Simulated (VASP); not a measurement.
# Si4S in VASP: notebook

Runs on Si4S. Level: PBE. Tasks: single point.

Everything below comes from runs of VASP 6.6.1. Logs are shortened: lines on timing, memory, paths and dates and some standing lists are left out, and cuts for length are marked.

## 1. The cell of the first run

The cell holds a slab with vacuum, 5 atoms: a = 3.868 Å, b = 3.868 Å, c = 19.612 Å, α = 90.00°, β = 90.00°, γ = 90.00°.

## 2. Single point, PBE, collinear spin, ferromagnetic start

INCAR

```
ALGO = Normal ; DIPOL = 0.5 0.5 0.345
EDIFF = 1E-6 ; ENCUT = 520
GGA = PE ; IDIPOL = 3
ISIF = 2 ; ISMEAR = 0
ISPIN = 2 ; LASPH = T
LCHARG = F ; LDIPOL = T
LORBIT = 11 ; LREAL = F
LWAVE = F ; MAGMOM = 0 0 0 0 2
NBANDS = 23 ; NELM = 150
PREC = Accurate ; SIGMA = 0.05
```

KPOINTS

```
k-points
0
Gamma
  7 7 1
```

POSCAR

```
Si4S
1.0
    3.8675355712      0.0000000000      0.0000000000
    0.0000000000      3.8675355712      0.0000000000
    0.0000000000      0.0000000000     19.6115149722
Si S
4 1
Direct
    0.0000000000      0.5000000000      0.2039618054
    0.0000000000      0.0000000000      0.2736851448
    0.5000000000      0.0000000000      0.3452315372
    0.5000000000      0.5000000000      0.4136098095
    0.8333333333      0.6666666667      0.4865161332
```

Potentials or basis: VASP PAW PBE potentials, release 64 (Si, S).

On the command line:

```
$ cat potpaw_PBE.64/Si/POTCAR potpaw_PBE.64/S/POTCAR > POTCAR
$ mpirun -np 1 vasp_std > vasp.out
```

OUTCAR:

```text
EDIFF = 1E-6
   ENCUT = 520
   GGA = PE
   ISIF = 2
   ISMEAR = 0
   ISPIN = 2
   LASPH = T
   LORBIT = 11
   LREAL = F
   NELM = 150
   PREC = Accurate

 ion  position               nearest neighbor table
   1  0.000  0.500  0.204-   2 2.37   2 2.37
   2  0.000  0.000  0.274-   1 2.37   1 2.37   3 2.39   3 2.39
   3  0.500  0.000  0.345-   4 2.35   4 2.35   2 2.39   2 2.39
   4  0.500  0.500  0.414-   5 2.03   3 2.35   3 2.35
   5  0.833  0.667  0.487-   4 2.03

  LATTYP: Found a simple tetragonal cell.
 ALAT       =     3.8675355712
 C/A-ratio  =     5.0708040330

  Lattice vectors:

 A1 = (   3.8675355712,   0.0000000000,   0.0000000000)
 A2 = (   0.0000000000,   3.8675355712,   0.0000000000)
 A3 = (   0.0000000000,   0.0000000000,  19.6115149722)

Analysis of symmetry for initial positions (statically):
=====================================================================
 Subroutine PRICEL returns:
 Original cell was already a primitive cell.

 Routine SETGRP: Setting up the symmetry group for a
 simple tetragonal supercell.

 Subroutine GETGRP returns: Found  1 space group operations
 (whereof  1 operations were pure point group operations)
 out of a pool of 16 trial point group operations.

The static configuration has the point symmetry C_1 .

Analysis of symmetry for dynamics (positions and initial velocities):
=====================================================================
 Subroutine PRICEL returns:
 Original cell was already a primitive cell.

 Routine SETGRP: Setting up the symmetry group for a
 simple tetragonal supercell.

 Subroutine GETGRP returns: Found  1 space group operations
 (whereof  1 operations were pure point group operations)
 out of a pool of 16 trial point group operations.

The dynamic configuration has the point symmetry C_1 .

Analysis of structural, dynamic, and magnetic symmetry:
=====================================================================
 Subroutine PRICEL returns:
 Original cell was already a primitive cell.

 Routine SETGRP: Setting up the symmetry group for a
 simple tetragonal supercell.

 Subroutine GETGRP returns: Found  1 space group operations
 (whereof  1 operations were pure point group operations)
 out of a pool of 16 trial point group operations.

The overall configuration has the point symmetry C_1 .

[... 138 lines left out ...]
 maximum number of plane-waves:      7922
 NGX is ok and might be reduce to    30
   NGX = 15   NGY = 15   NGZ = 73

 dipolmoment           0.000000      0.000000     -0.003998 electrons x Angstroem

 number of electron      21.9999998 magnetization       0.1957253

 dipolmoment           0.000000      0.000000      0.042562 electrons x Angstroem

 Free energy of the ion-electron system (eV)
  ---------------------------------------------------
  ext. energy  EPLUGINS =         0.00000000
  ---------------------------------------------------
  free energy    TOTEN  =       -23.42765354 eV

  energy without entropy =      -23.42269492  energy(sigma->0) =      -23.42517423

 E-fermi :  -1.8858     XC(G=0):  -4.1445

 val. band max:       -1.8961545674   @ k =   0.0000   0.2857   0.0000
 cond. band min:      -1.8783276568   @ k =   0.0000   0.1429   0.0000
 fundamental gap:      0.0178269106
 Fermi energy:        -1.8858261507

 spin component 1

 k-point     1 :       0.0000    0.0000    0.0000
  band No.  band energies     occupation
      1     -14.9357      1.00000
      2     -12.5281      1.00000
      3     -10.2932      1.00000
      4      -7.2432      1.00000
      5      -5.0012      1.00000
      6      -4.2696      1.00000
[... 613 lines left out ...]
     22       6.6802      0.00000
     23       7.0554      0.00000

 [... further k-points ...]

 spin component 2

 k-point     1 :       0.0000    0.0000    0.0000
  band No.  band energies     occupation
      1     -14.9157      1.00000
      2     -12.4972      1.00000
      3     -10.2510      1.00000
      4      -7.2006      1.00000
      5      -4.9735      1.00000
      6      -4.2373      1.00000
[... 613 lines left out ...]
     22       6.7078      0.00000
     23       7.0708      0.00000

 [... further k-points ...]

------------------------ aborting loop because EDIFF is reached ----------------------------------------

 vacuum level on the upper side and lower side of the slab       (xc-potential included)         0.041        -0.480

  FORCE on cell =-STRESS in cart. coord.  units (eV):
  Direction    XX          YY          ZZ          XY          YZ          ZX
  --------------------------------------------------------------------------------------
  -------------------------------------------------------------------------------------
  Total       -3.7527773     -0.0003391     -0.3559704      0.3546499     -0.7386766      1.6834115
  in kB      -20.4966837     -0.0018521     -1.9442169      1.9370044     -4.0344576      9.1943515
  external PRESSURE =      -7.4809176 kB  Pullay stress =       0.0000000 kB

 VOLUME and BASIS-vectors are now :
 -----------------------------------------------------------------------------
  energy-cutoff  :      520.00
  volume of cell :      293.35
      direct lattice vectors                 reciprocal lattice vectors
     3.867535571  0.000000000  0.000000000     0.258562586  0.000000000  0.000000000
     0.000000000  3.867535571  0.000000000     0.000000000  0.258562586  0.000000000
     0.000000000  0.000000000 19.611514972     0.000000000  0.000000000  0.050990451

 POSITION                                       TOTAL-FORCE (eV/Angst)
 -----------------------------------------------------------------------------------
      0.00000      1.93377      4.00000         0.147808      0.038845      0.001926
      0.00000      0.00000      5.36738        -0.160458      0.114327      0.242231
      1.93377      0.00000      6.77051        -0.394551     -0.260010     -0.281735
      1.93377      1.93377      8.11151        -0.517283      0.536037      0.070452
      3.22295      2.57836      9.54132         0.924484     -0.429199     -0.032873
 -----------------------------------------------------------------------------------
    total drift:                                0.000099      0.000007     -0.000010

  FREE ENERGIE OF THE ION-ELECTRON SYSTEM (eV)
  ---------------------------------------------------
  free  energy   TOTEN  =       -23.4276535436 eV

  energy  without entropy=      -23.4226949180  energy(sigma->0) =      -23.42517423

 vacuum level on the upper side and lower side of the slab         3.931         3.391

 total charge

# of ion       s       p       d       tot
------------------------------------------
    1        0.865   0.711   0.000   1.576
    2        0.764   0.901   0.000   1.666
    3        0.776   0.889   0.000   1.665
    4        0.782   0.820   0.000   1.603
    5        1.367   2.318   0.000   3.685
--------------------------------------------------
tot          4.555   5.639   0.000  10.194

 magnetization (x)

# of ion       s       p       d       tot
------------------------------------------
    1        0.005   0.031   0.000   0.035
    2        0.000   0.009   0.000   0.010
    3        0.000   0.011   0.000   0.012
    4        0.000   0.006   0.000   0.006
    5        0.001   0.016   0.000   0.017
--------------------------------------------------
tot          0.006   0.074   0.000   0.080
```

OSZICAR:

```text
N       E                     dE             d eps       ncg     rms          rms(c)
DAV:   1     0.100056874149E+03    0.10006E+03   -0.69953E+03  2300   0.690E+02
DAV:   2    -0.114448156107E+02   -0.11150E+03   -0.10718E+03  3152   0.127E+02
DAV:   3    -0.230591992397E+02   -0.11614E+02   -0.11416E+02  2937   0.401E+01
[... 26 lines left out ...]
DAV:  30    -0.234276460595E+02   -0.21396E-05   -0.66302E-07  2411   0.276E-03    0.655E-04
DAV:  31    -0.234276472131E+02   -0.11536E-05   -0.38128E-07  2396   0.234E-03    0.610E-04
DAV:  32    -0.234276501700E+02   -0.29568E-05   -0.65850E-07  2447   0.252E-03    0.549E-04
DAV:  33    -0.234276527449E+02   -0.25750E-05   -0.34722E-07  2491   0.195E-03    0.279E-04
DAV:  34    -0.234276535436E+02   -0.79870E-06   -0.57444E-08  2266   0.111E-03
   1 F= -.23427654E+02 E0= -.23425174E+02  d E =-.495863E-02  mag=     0.1956
```

stdout:

```text
POSCAR found type information on POSCAR SiS
 POSCAR found :  2 types and       5 ions
 scaLAPACK will be used
 LDA part: xc-table for (Slater+PW92), standard interpolation
 POSCAR, INCAR and KPOINTS ok, starting setup
 FFT: planning ... GRIDC
 FFT: planning ... GRID_SOFT
 FFT: planning ... GRID
 WAVECAR not read
 entering main loop
```

Wall time 14 min (1 thread of Intel Xeon Platinum 8259CL at 2.50GHz (Skylake/Cascade Lake), shared host); peak memory 0.59 GiB.

Results:

- Free energy: -23.4277 eV
- Largest force: 1.020 eV/Å
- Net moment: 0.20 μB per cell
- Site moments: Si +0.04, +0.01; S +0.02 μB
- Valence electrons inside the program's atomic spheres: Si 1.58, 1.67, 1.60; S 3.69

Forces on the atoms (eV/Å):
```
Si   0.148  0.039  0.002
Si  -0.160  0.114  0.242
Si  -0.395 -0.260 -0.282
Si  -0.517  0.536  0.070
S    0.924 -0.429 -0.033
```

## 3. Single point, PBE, collinear spin, ferromagnetic start

INCAR

```
SYSTEM = Si4S
  ALGO = Normal
  DIPOL = 0.5 0.5 0.348
  EDIFF = 1E-7
  ENCUT = 520
  GGA = PE
  IDIPOL = 3
  ISIF = 2
  ISMEAR = 0
  ISPIN = 2
  LASPH = .TRUE.
  LCHARG = .FALSE.
  LDIPOL = .TRUE.
  LORBIT = 11
  LREAL = .FALSE.
  LWAVE = .FALSE.
  MAGMOM = 0 0 0 0 2
  NBANDS = 23
  NELM = 150
  PREC = Accurate
  SIGMA = 0.05
```

KPOINTS

```
k-points
0
G
  7 7 1
  0 0 0
```

POSCAR, as its differences from that of step 2:

```diff
@@ -12,2 +12,2 @@
     0.5000000000      0.5000000000      0.4136098095
-    0.8333333333      0.6666666667      0.4865161332
+    0.6666666667      0.6666666667      0.5038991038
```

Potentials or basis: VASP PAW PBE potentials, release 64 (Si, S).

On the command line:

```
$ cat potpaw_PBE.64/Si/POTCAR potpaw_PBE.64/S/POTCAR > POTCAR
$ mpirun -np 1 vasp_std > vasp.out
```

Run time: 15 min. Hardware: 1 thread of Intel Xeon Platinum 8259CL at 2.50GHz (Skylake/Cascade Lake), shared host; peak memory 0.59 GiB.

Results (log left out):

```
Free energy                                           : -23.1785 eV
Largest force                                         : 0.528 eV/Å
Band gap on the k mesh                                : zero (filled and empty bands overlap)
Net moment                                            : 0.00 μB per cell
Valence electrons inside the program's atomic spheres : Si 1.58, 1.67, 1.64; S 3.69
```

Forces in eV/Å, atoms in the order of the input:
```
Si   0.047  0.032 -0.012
Si  -0.065  0.125  0.182
Si  -0.254 -0.277 -0.225
Si   0.227  0.466  0.101
S    0.045 -0.345 -0.046
```

Levels at points of the mesh, in eV from the Fermi level:
Spin up:
```csv
k point,band 7,band 8,band 9,band 10,band 11,band 12,band 13,band 14,band 15,band 16
"(0.00, 0.00, 0.00)",-1.96,-1.17,-0.98,-0.49,-0.11,1.16,1.60,1.79,2.52,3.07
```
Spin down:
| k point | band 8 | band 9 | band 10 | band 11 | band 12 | band 13 | band 14 | band 15 |
| --- | --- | --- | --- | --- | --- | --- | --- | --- |
| (0.00, 0.00, 0.00) | -1.17 | -0.98 | -0.49 | -0.11 | 1.16 | 1.60 | 1.79 | 2.52 |

## 4. Single point, PBE, collinear spin, ferromagnetic start

INCAR

```
SYSTEM = Si4S
ALGO = Normal
DIPOL = 0.5 0.5 0.341
EDIFF = 1E-7
ENCUT = 520
GGA = PE
IDIPOL = 3
ISIF = 2
ISMEAR = 0
ISPIN = 2
LASPH = .True.
LCHARG = .False.
LDIPOL = .True.
LORBIT = 11
LREAL = .False.
LWAVE = .False.
MAGMOM = 0 0 0 0 2
NBANDS = 23
NELM = 150
PREC = Accurate
SIGMA = 0.05
```

KPOINTS

```
k-points
0
Gamma
  7 7 1
  0 0 0
```

POSCAR, as its differences from that of step 3:

```diff
@@ -12,2 +12,2 @@
     0.5000000000      0.5000000000      0.4136098095
-    0.6666666667      0.6666666667      0.5038991038
+    0.8333333333      0.8333333333      0.4693358145
```

Potentials or basis: VASP PAW PBE potentials, release 64 (Si, S).

On the command line:

```
$ cat potpaw_PBE.64/Si/POTCAR potpaw_PBE.64/S/POTCAR > POTCAR
$ mpirun -np 1 vasp_std > vasp.out
```

OUTCAR:

```text
SYSTEM = Si4S
   EDIFF = 1E-7
   ENCUT = 520
   GGA = PE
   ISIF = 2
   ISMEAR = 0
   ISPIN = 2
   LASPH = .True.
   LORBIT = 11
   LREAL = .False.
   NELM = 150
   PREC = Accurate

 ion  position               nearest neighbor table
   1  0.000  0.500  0.204-   2 2.37   2 2.37
   2  0.000  0.000  0.274-   1 2.37   1 2.37   3 2.39   3 2.39
   3  0.500  0.000  0.345-   4 2.35   4 2.35   2 2.39   2 2.39   5 2.83
   4  0.500  0.500  0.414-   5 2.13   3 2.35   3 2.35
   5  0.833  0.833  0.469-   4 2.13   3 2.83

  LATTYP: Found a simple tetragonal cell.
 ALAT       =     3.8675355712
 C/A-ratio  =     5.0708040330

[... 1487 lines left out ...]

 POSITION                                       TOTAL-FORCE (eV/Angst)
 -----------------------------------------------------------------------------------
      0.00000      1.93377      4.00000         0.192042      0.027960      0.088756
      0.00000      0.00000      5.36738        -0.429833      0.284493      0.000123
      1.93377      0.00000      6.77051        -0.084847     -0.256215     -0.459517
      1.93377      1.93377      8.11151        -0.158211      1.206581      0.391789
      3.22295      3.22295      9.20439         0.480849     -1.262819     -0.021151
 -----------------------------------------------------------------------------------
    total drift:                                0.000057     -0.000034      0.000131

  FREE ENERGIE OF THE ION-ELECTRON SYSTEM (eV)
  ---------------------------------------------------
  free  energy   TOTEN  =       -22.9247200579 eV

  energy  without entropy=      -22.9204819514  energy(sigma->0) =      -22.92260100

 vacuum level on the upper side and lower side of the slab         3.868         3.620

 total charge

# of ion       s       p       d       tot
------------------------------------------
    1        0.867   0.707   0.000   1.574
    2        0.770   0.897   0.000   1.667
    3        0.793   0.852   0.000   1.645
    4        0.799   0.774   0.000   1.573
    5        1.372   2.281   0.000   3.653
--------------------------------------------------
tot          4.602   5.510   0.000  10.112

 magnetization (x)

# of ion       s       p       d       tot
------------------------------------------
    1        0.000   0.000   0.000   0.000
    2        0.000   0.000   0.000   0.000
    3        0.000   0.000   0.000   0.000
    4        0.000   0.000   0.000   0.000
    5        0.000   0.000   0.000   0.000
--------------------------------------------------
tot          0.000   0.000   0.000   0.000
```

OSZICAR:

```text
N       E                     dE             d eps       ncg     rms          rms(c)
DAV:   1     0.101023399415E+03    0.10102E+03   -0.69940E+03  2300   0.690E+02
DAV:   2    -0.109307238623E+02   -0.11195E+03   -0.10768E+03  3223   0.127E+02
DAV:   3    -0.225385467717E+02   -0.11608E+02   -0.11426E+02  2962   0.402E+01
[... 27 lines left out ...]
DAV:  31    -0.229247187836E+02   -0.65615E-06   -0.31543E-08  2784   0.621E-04    0.171E-04
DAV:  32    -0.229247194792E+02   -0.69562E-06   -0.26304E-08  2536   0.571E-04    0.757E-05
DAV:  33    -0.229247197852E+02   -0.30594E-06   -0.82866E-09  2651   0.386E-04    0.534E-05
DAV:  34    -0.229247199625E+02   -0.17733E-06   -0.28324E-09  2307   0.254E-04    0.382E-05
DAV:  35    -0.229247200579E+02   -0.95411E-07   -0.16033E-09  2440   0.176E-04
   1 F= -.22924720E+02 E0= -.22922601E+02  d E =-.423811E-02  mag=     0.0000
```

stdout:

```text
POSCAR found type information on POSCAR SiS
 POSCAR found :  2 types and       5 ions
 scaLAPACK will be used
 LDA part: xc-table for (Slater+PW92), standard interpolation
 POSCAR, INCAR and KPOINTS ok, starting setup
 FFT: planning ... GRIDC
 FFT: planning ... GRID_SOFT
 FFT: planning ... GRID
 WAVECAR not read
 entering main loop
```

It took 8.7 min on 1 thread of Intel Xeon Platinum 8559C (Emerald Rapids), shared host; peak memory 0.58 GiB.

What came out:

```yaml
Free_energy: -22.9247 eV
Largest_force: 1.351 eV/Å
Band_gap_on_the_k_mesh: zero (filled and empty bands overlap)
Net_moment: 0.00 μB per cell
Valence_electrons_inside_the_program's_atomic_spheres: Si 1.57, 1.67, 1.65; S 3.65
```

Forces on the atoms (eV/Å):
```
Si   0.192  0.028  0.089
Si  -0.430  0.284  0.000
Si  -0.085 -0.256 -0.460
Si  -0.158  1.207  0.392
S    0.481 -1.263 -0.021
```

## 5. Single point, PBE, collinear spin, ferromagnetic start

INCAR

```
ALGO = Normal
DIPOL = 0.5 0.5 0.345
EDIFF = 1E-7
ENCUT = 520
GGA = PE
IDIPOL = 3
ISIF = 2
ISMEAR = 0
ISPIN = 2
LASPH = T
LCHARG = F
LDIPOL = T
LORBIT = 11
LREAL = F
LWAVE = F
MAGMOM = 0 0 0 0 2
NBANDS = 23
NELM = 150
PREC = Accurate
SIGMA = 0.05
```

KPOINTS

```
k-points
0
Gamma
  7 7 1
```

POSCAR, as its differences from that of step 4:

```diff
@@ -12,2 +12,2 @@
     0.5000000000      0.5000000000      0.4136098095
-    0.8333333333      0.8333333333      0.4693358145
+    0.6666666667      0.8333333333      0.4895400455
```

On the command line:

```
$ cat potpaw_PBE.64/Si/POTCAR potpaw_PBE.64/S/POTCAR > POTCAR
$ mpirun -np 1 vasp_std > vasp.out
```

It took 8.9 min on 1 thread of Intel Xeon Platinum 8559C (Emerald Rapids), shared host; peak memory 0.58 GiB.

Results (log left out):

| Property | Result |
| --- | --- |
| Free energy | -22.8171 eV |
| Largest force | 1.031 eV/Å |
| Band gap on the k mesh | zero (filled and empty bands overlap) |
| Net moment | 0.00 μB per cell |
| Valence electrons inside the program's atomic spheres | Si 1.57, 1.66, 1.65, 1.59; S 3.66 |

Forces on the atoms (eV/Å):
```
Si   0.045 -0.002  0.040
Si  -0.147  0.290  0.033
Si  -0.203 -0.275 -0.438
Si   0.373  0.876  0.396
S   -0.068 -0.888 -0.031
```

Levels at points of the mesh, in eV from the Fermi level:
Spin up:
| k point | band 9 | band 10 | band 11 | band 12 | band 13 | band 14 |
| --- | --- | --- | --- | --- | --- | --- |
| (0.00, 0.00, 0.00) | -1.35 | -1.18 | -0.32 | 0.88 | 1.62 | 1.67 |
Spin down:
| k point | band 8 | band 9 | band 10 | band 11 | band 12 | band 13 | band 14 | band 15 |
| --- | --- | --- | --- | --- | --- | --- | --- | --- |
| (0.00, 0.00, 0.00) | -1.54 | -1.35 | -1.18 | -0.32 | 0.88 | 1.62 | 1.67 | 2.01 |
